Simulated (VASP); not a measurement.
# Zn6O (P3m1) in VASP: further runs

The runs below take Zn6O through single point, with PBE.

All numbers are computed with VASP 6.6.1; they aren't measurements. Logs are shortened: lines on timing, memory, paths and dates and some standing lists are left out, and cuts for length are marked.

### Step 1. The cell of the first run

The structure is trigonal, space group P3m1 (No. 156). Conventional cell: a = 2.998 Å, b = 2.998 Å, c = 13.220 Å, α = 90.00°, β = 90.00°, γ = 120.00°. Within 2.5 Å of Zn (site symmetry 3m) lie 1 O at 1.92 Å. Zn (site symmetry 3m) has 3 O at 1.99 Å within 2.6 Å. Within 3.4 Å of Zn (site symmetry 3m) lie 12 Zn at 2.61 to 3.00 Å. Within 3.5 Å of Zn (site symmetry 3m) lie 12 Zn at 2.67 to 3.00 Å. Within 3.6 Å of Zn (site symmetry 3m) lie 12 Zn at 2.69 to 3.00 Å. Within 3.6 Å of Zn (site symmetry 3m) lie 12 Zn at 2.72 to 3.00 Å and 1 O at 3.15 Å. O (site symmetry 3m) has 4 Zn at 1.92 to 1.99 Å within 2.5 Å.

### Step 2. Single point, PBE

INCAR reads:

```
SYSTEM = Zn6O
PREC = Accurate
ENCUT = 520
EDIFF = 1E-6
ISMEAR = 0
SIGMA = 0.1
LREAL = .FALSE.
LASPH = .TRUE.
NELM = 60
ALGO = Normal
ISIF = 2
LWAVE = .FALSE.
LCHARG = .FALSE.
GGA = PE
NBANDS = 48
```

KPOINTS reads:

```
regular mesh
0
G
  12 12 4
  0 0 0
```

POSCAR reads:

```
Zn6O
1.0
    2.9982147728      0.0000000000      0.0000000000
   -1.4991073864      2.5965301592      0.0000000000
    0.0000000000      0.0000000000     13.2198945538
Zn O
6 1
Direct
    0.3333333333      0.6666666667      0.2309938269
    0.0000000000      0.0000000000      0.0109330364
    0.0000000000      0.0000000000      0.3790547037
    0.3333333333      0.6666666667      0.5326028834
    0.0000000000      0.0000000000      0.6887364263
    0.3333333333      0.6666666667      0.8470482909
    0.3333333333      0.6666666667      0.0856308323
```

Potentials or basis: VASP PAW PBE potentials, release 64 (Zn, O).

Started as:

```bash
$ cat potpaw_PBE.64/Zn/POTCAR potpaw_PBE.64/O/POTCAR > POTCAR
$ mpirun -np 1 vasp_std > vasp.out
```

OUTCAR:

```text
SYSTEM = Zn6O
   PREC = Accurate
   ENCUT = 520
   EDIFF = 1E-6
   ISMEAR = 0
   LREAL = .FALSE.
   LASPH = .TRUE.
   NELM = 60
   ISIF = 2
   GGA = PE

 ion  position               nearest neighbor table
   1  0.333  0.667  0.231-   7 1.92   3 2.61   3 2.61   3 2.61
   2  0.000  0.000  0.011-   7 1.99   7 1.99   7 1.99   6 2.77   6 2.77   6 2.77
   3  0.000  0.000  0.379-   1 2.61   1 2.61   1 2.61   4 2.67   4 2.67   4 2.67
   4  0.333  0.667  0.533-   3 2.67   3 2.67   3 2.67   5 2.69   5 2.69   5 2.69
   5  0.000  0.000  0.689-   4 2.69   4 2.69   4 2.69   6 2.72   6 2.72   6 2.72
   6  0.333  0.667  0.847-   5 2.72   5 2.72   5 2.72   2 2.77   2 2.77   2 2.77
   7  0.333  0.667  0.086-   1 1.92   2 1.99   2 1.99   2 1.99

  LATTYP: Found a hexagonal cell.
 ALAT       =     2.9982147728
 C/A-ratio  =     4.4092553588

  Lattice vectors:

 A1 = (   2.9982147728,   0.0000000000,   0.0000000000)
 A2 = (  -1.4991073864,   2.5965301592,   0.0000000000)
 A3 = (   0.0000000000,   0.0000000000,  13.2198945538)

Analysis of symmetry for initial positions (statically):
=====================================================================
 Subroutine PRICEL returns:
 Original cell was already a primitive cell.

 Routine SETGRP: Setting up the symmetry group for a
 hexagonal supercell.

 Subroutine GETGRP returns: Found  6 space group operations
 (whereof  6 operations were pure point group operations)
 out of a pool of 24 trial point group operations.

The static configuration has the point symmetry C_3v.

Analysis of symmetry for dynamics (positions and initial velocities):
=====================================================================
 Subroutine PRICEL returns:
 Original cell was already a primitive cell.

 Routine SETGRP: Setting up the symmetry group for a
 hexagonal supercell.

 Subroutine GETGRP returns: Found  6 space group operations
 (whereof  6 operations were pure point group operations)
 out of a pool of 24 trial point group operations.

The dynamic configuration has the point symmetry C_3v.

 Subroutine INISYM returns: Found  6 space group operations
 (whereof  6 operations are pure point group operations),
 and found     1 'primitive' translations

----------------------------------------------------------------------------------------

                                     Primitive cell

  volume of cell :     102.9163

  direct lattice vectors                    reciprocal lattice vectors
     2.998214773  0.000000000  0.000000000     0.333531810  0.192564680  0.000000000
    -1.499107386  2.596530159  0.000000000     0.000000000  0.385129361  0.000000000
     0.000000000  0.000000000 13.219894554     0.000000000  0.000000000  0.075643569

  length of vectors
     2.998214773  2.998214773 13.219894554     0.385129361  0.385129361  0.075643569

  position of ions in fractional coordinates (direct lattice)
     0.333333333  0.666666667  0.230993827
     0.000000000  0.000000000  0.010933036
     0.000000000  0.000000000  0.379054704
     0.333333333  0.666666667  0.532602883
     0.000000000  0.000000000  0.688736426
     0.333333333  0.666666667  0.847048291
     0.333333333  0.666666667  0.085630832

  ion indices of the primitive-cell ions
   primitive index   ion index
                 1           1
                 2           2
                 3           3
                 4           4
                 5           5
                 6           6
                 7           7

----------------------------------------------------------------------------------------

 KPOINTS: regular mesh

Automatic generation of k-mesh.
 Grid dimensions read from file:
 generate k-points for:   12   12    4

 Generating k-lattice:

  Cartesian coordinates                     Fractional coordinates (reciprocal lattice)
     0.027794318  0.016047057  0.000000000     0.083333333  0.000000000  0.000000000
     0.000000000  0.032094113  0.000000000     0.000000000  0.083333333  0.000000000
     0.000000000  0.000000000  0.018910892     0.000000000  0.000000000  0.250000000

  Length of vectors
     0.032094113  0.032094113  0.018910892

  Shift w.r.t. Gamma in fractional coordinates (k-lattice)
     0.000000000  0.000000000  0.000000000

 Subroutine IBZKPT returns following result:
 ===========================================

 Found     69 irreducible k-points:

 Following reciprocal coordinates:
            Coordinates               Weight
  0.000000  0.000000  0.000000      1.000000
  0.083333 -0.000000  0.000000      6.000000
  0.166667  0.000000  0.000000      6.000000
  0.250000  0.000000  0.000000      6.000000
  0.333333  0.000000  0.000000      6.000000
  0.416667  0.000000  0.000000      6.000000
[... 16 lines left out ...]
  0.166667  0.000000  0.250000      6.000000
  0.000000  0.166667  0.250000      6.000000
 [... further k-points ...]
   k-points           NKPTS =     69   k-points in BZ     NKDIM =     69   number of bands    NBANDS=     48
   number of dos      NEDOS =    301   number of ions     NIONS =      7
   total plane-waves  NPLWV =  56448
   dimension x,y,z NGX =    24 NGY =   24 NGZ =   98
   dimension x,y,z NGXF=    48 NGYF=   48 NGZF=  196
   ions per type =               6   1
   NGX,Y,Z   is equivalent  to a cutoff of  13.31, 13.31, 12.32 a.u.
   NGXF,Y,Z  is equivalent  to a cutoff of  26.62, 26.62, 24.65 a.u.
 SYSTEM =  Zn6O
   PREC   = accura    normal or accurate (medium, high low for compatibility)
   ISTART =      0    job   : 0-new  1-cont  2-samecut
   ICHARG =      2    charge: 1-file 2-atom 10-const
   ISPIN  =      1    spin polarized calculation?
   LNONCOLLINEAR =      F non collinear calculations
   LSORBIT =      F    spin-orbit coupling
   LASPH  =      T    aspherical Exc in radial PAW
   ENCUT  =  520.0 eV  38.22 Ry    6.18 a.u.   5.57  5.57 24.58*2*pi/ulx,y,z
   NELM   =     60;   NELMIN=  2; NELMDL= -5     # of ELM steps
   EDIFF  = 0.1E-05   stopping-criterion for ELM
   LREAL  =      F    real-space projection
   EDIFFG = 0.1E-04   stopping-criterion for IOM
   NSW    =      0    number of steps for IOM
   IBRION =     -1    ionic relax: 0-MD 1-quasi-New 2-CG
   NFREE  =      0    steps in history (QN), initial steepest desc. (CG)
   ISIF   =      2    stress and relaxation
   ISYM   =      2    0-nonsym 1-usesym 2-fastsym
   POTIM  = 0.5000    time-step for ionic-motion
   TEBEG  =    0.0;   TEEND  =   0.0 temperature during run
   PSTRESS=    0.0 pullay stress
   NELECT =      78.0000    total number of electrons
   NUPDOWN=      -1.0000    fix difference up-down
   EMIN   =  10.00;   EMAX   =-10.00  energy-range for DOS
   EFERMI =   0.00;   METHOD = LEGACY
   ISMEAR =     0;   SIGMA  =   0.10  broadening in eV -4-tet -1-fermi 0-gaus
   EFERMI_NEDOS =   21; number of points for ismear=-14 and -15
   IALGO  =     38    algorithm
   IMIX   =      4    mixing-type and parameters
     AMIX     =   0.40;   BMIX     =  1.00
     AMIX_MAG =   1.60;   BMIX_MAG =  1.00
  volume/ion in A,a.u.               =      14.70        99.22
  Fermi-wavevector in a.u.,A,eV,Ry     =   1.492605  2.820615 30.312022  2.227871
  Thomas-Fermi vector in A             =   2.605112
   LORBIT       =      0    0 simple, 1 ext, 2 COOP (PROOUT), +10 PAW based schemes
   GGA     = PE    functional components
   LHFCALC =     F    Hartree Fock is set to
   AEXX    =    0.0000 exact exchange contribution
   IVDW    =     0    specifies the selected vdW correction
   LEPSILON=     F    determine dielectric tensor
   LRPA    =     F    only Hartree local field effects (RPA)
 non-spin polarized calculation
 Gauss-broadening in eV      SIGMA  =   0.10
  energy-cutoff  :      520.00
  volume of cell :      102.92
 maximum number of plane-waves:      2822
 NGX is ok and might be reduce to    24
   NGX = 11   NGY = 11   NGZ = 49

 number of electron      77.9999973 magnetization

 Free energy of the ion-electron system (eV)
  ---------------------------------------------------
  ext. energy  EPLUGINS =         0.00000000
  ---------------------------------------------------
  free energy    TOTEN  =       -13.62596231 eV

  energy without entropy =      -13.61779005  energy(sigma->0) =      -13.62187618

 E-fermi :   2.7550     XC(G=0): -11.2751

 val. band max:        2.7483168916   @ k =   0.3333   0.3333   0.0000
 cond. band min:       2.7761571744   @ k =   0.3333   0.0000   0.2500
 fundamental gap:      0.0278402828
 Fermi energy:         2.7550082655

 k-point     1 :       0.0000    0.0000    0.0000
  band No.  band energies     occupation
      1     -16.5512      2.00000
      2      -6.9933      2.00000
      3      -6.4917      2.00000
      4      -5.4176      2.00000
      5      -5.3407      2.00000
      6      -5.2838      2.00000
[... 40 lines left out ...]
     47      15.0314      0.00000
     48      15.4440      0.00000

 k-point     2 :       0.0833   -0.0000    0.0000
  band No.  band energies     occupation
      1     -16.5071      2.00000
      2      -6.8416      2.00000
      3      -6.3602      2.00000
      4      -5.3778      2.00000
      5      -5.2840      2.00000
      6      -5.2315      2.00000
[... 40 lines left out ...]
     47      14.1187      0.00000
     48      14.2765      0.00000

 k-point     3 :       0.1667    0.0000    0.0000
  band No.  band energies     occupation
      1     -16.3844      2.00000
      2      -6.4074      2.00000
      3      -6.0080      2.00000
      4      -5.2979      2.00000
      5      -5.2076      2.00000
      6      -5.1268      2.00000
[... 1060 lines left out ...]
     47      12.0822      0.00000
     48      12.7988      0.00000

 k-point    24 :       0.0000    0.1667    0.2500
  band No.  band energies     occupation
      1     -16.3844      2.00000
      2      -6.4509      2.00000
      3      -5.8865      2.00000
      4      -5.3675      2.00000
      5      -5.2481      2.00000
      6      -5.0793      2.00000
[... 40 lines left out ...]
     47      11.9772      0.00000
     48      12.8304      0.00000

 [... further k-points ...]

------------------------ aborting loop because EDIFF is reached ----------------------------------------

  FORCE on cell =-STRESS in cart. coord.  units (eV):
  Direction    XX          YY          ZZ          XY          YZ          ZX
  --------------------------------------------------------------------------------------
  -------------------------------------------------------------------------------------
  Total        0.2617013      0.2617013      0.3791103      0.0000000      0.0000000      0.0000000
  in kB        4.0741064      4.0741064      5.9019023      0.0000000      0.0000000      0.0000000
  external PRESSURE =       4.6833717 kB  Pullay stress =       0.0000000 kB

 VOLUME and BASIS-vectors are now :
 -----------------------------------------------------------------------------
  energy-cutoff  :      520.00
  volume of cell :      102.92
      direct lattice vectors                 reciprocal lattice vectors
     2.998214773  0.000000000  0.000000000     0.333531810  0.192564680  0.000000000
    -1.499107386  2.596530159  0.000000000     0.000000000  0.385129361  0.000000000
     0.000000000  0.000000000 13.219894554     0.000000000  0.000000000  0.075643569

 POSITION                                       TOTAL-FORCE (eV/Angst)
 -----------------------------------------------------------------------------------
     -0.00000      1.73102      3.05371        -0.000000     -0.000000      0.059349
      0.00000      0.00000      0.14453        -0.000000     -0.000000     -0.073761
      0.00000      0.00000      5.01106         0.000000     -0.000000      0.003893
     -0.00000      1.73102      7.04095         0.000000      0.000000      0.002761
      0.00000      0.00000      9.10502        -0.000000      0.000000      0.002819
     -0.00000      1.73102     11.19789         0.000000      0.000000      0.006512
     -0.00000      1.73102      1.13203        -0.000000      0.000000     -0.001572
 -----------------------------------------------------------------------------------
    total drift:                                0.000002      0.000001     -0.002752

  FREE ENERGIE OF THE ION-ELECTRON SYSTEM (eV)
  ---------------------------------------------------
  free  energy   TOTEN  =       -13.6259623087 eV

  energy  without entropy=      -13.6177900506  energy(sigma->0) =      -13.62187618
```

Run time: 2.8 min. Hardware: 1 thread of Intel Xeon 6975P-C (Granite Rapids), shared host; peak memory 0.38 GiB.

What came out:

```yaml
Free_energy: -13.6260 eV
Pressure: 0.5 GPa
Largest_force: 0.074 eV/Å
Band_gap_on_the_k_mesh: zero (bands 39 and 40 overlap by 1.28 eV)
```

Forces in eV/Å, atoms in the order of the input:
```
Zn   0.000  0.000  0.059
Zn   0.000  0.000 -0.074
Zn   0.000  0.000  0.004
Zn   0.000  0.000  0.003
Zn   0.000  0.000  0.003
Zn   0.000  0.000  0.007
O    0.000  0.000 -0.002
```

### Step 3. Single point, PBE

INCAR reads:

```
ALGO = Normal ; EDIFF = 1E-7
ENCUT = 520 ; GGA = PE
ISIF = 2 ; ISMEAR = 0
LASPH = True ; LCHARG = False
LREAL = False ; LWAVE = False
NBANDS = 48 ; NELM = 100
PREC = Accurate ; SIGMA = 0.1
```

KPOINTS reads:

```
k-points
0
Gamma
  12 12 4
```

POSCAR reads:

```
Zn6O
1.0
    2.9981476137      0.0000000000      0.0000000000
   -1.4990738069      2.5964719978      0.0000000000
    0.0000000000      0.0000000000     13.2209672029
Zn O
6 1
Direct
    0.3333333333      0.6666666667      0.2309534390
    0.0000000000      0.0000000000      0.0109153342
    0.0000000000      0.0000000000      0.3790511541
    0.3333333333      0.6666666667      0.5326190501
    0.0000000000      0.0000000000      0.6887718422
    0.3333333333      0.6666666667      0.8470816663
    0.3333333333      0.6666666667      0.0856075140
```

Potentials or basis: VASP PAW PBE potentials, release 64 (Zn, O).

Started as:

```bash
$ cat potpaw_PBE.64/Zn/POTCAR potpaw_PBE.64/O/POTCAR > POTCAR
$ mpirun -np 1 vasp_std > vasp.out
```

Wall time 3.1 min (1 thread of Intel Xeon 6975P-C (Granite Rapids), shared host); peak memory 0.38 GiB.

The run converged. Its results:

| Item | Value |
| --- | --- |
| Free energy | -13.6260 eV |
| Pressure | 0.5 GPa |
| Largest force | 0.074 eV/Å |
| Band gap on the k mesh | zero (bands 39 and 40 overlap by 1.28 eV) |

Forces in eV/Å, atoms in the order of the input:
```
Zn   0.000  0.000  0.062
Zn   0.000  0.000 -0.074
Zn   0.000  0.000  0.003
Zn   0.000  0.000  0.003
Zn   0.000  0.000  0.002
Zn   0.000  0.000  0.005
O    0.000  0.000 -0.001
```

Stress tensor (GPa, compression positive):
```
0.42 0.00 0.00
0.00 0.42 0.00
0.00 0.00 0.59
```

Levels at points of the mesh, in eV from the Fermi level:
```tsv
k point	band 37	band 38	band 39	band 40	band 41	band 42
(0.00, 0.00, 0.00)	-3.18	-1.67	-1.67	1.81	2.22	6.65
(0.50, 0.00, 0.00)	-2.60	-2.51	-1.59	-0.59	0.46	1.36
(0.00, 0.00, 0.50)	-1.79	-1.67	-1.67	0.34	4.27	4.70
(0.50, 0.00, 0.50)	-2.51	-2.34	-1.79	-0.39	0.33	1.25
```
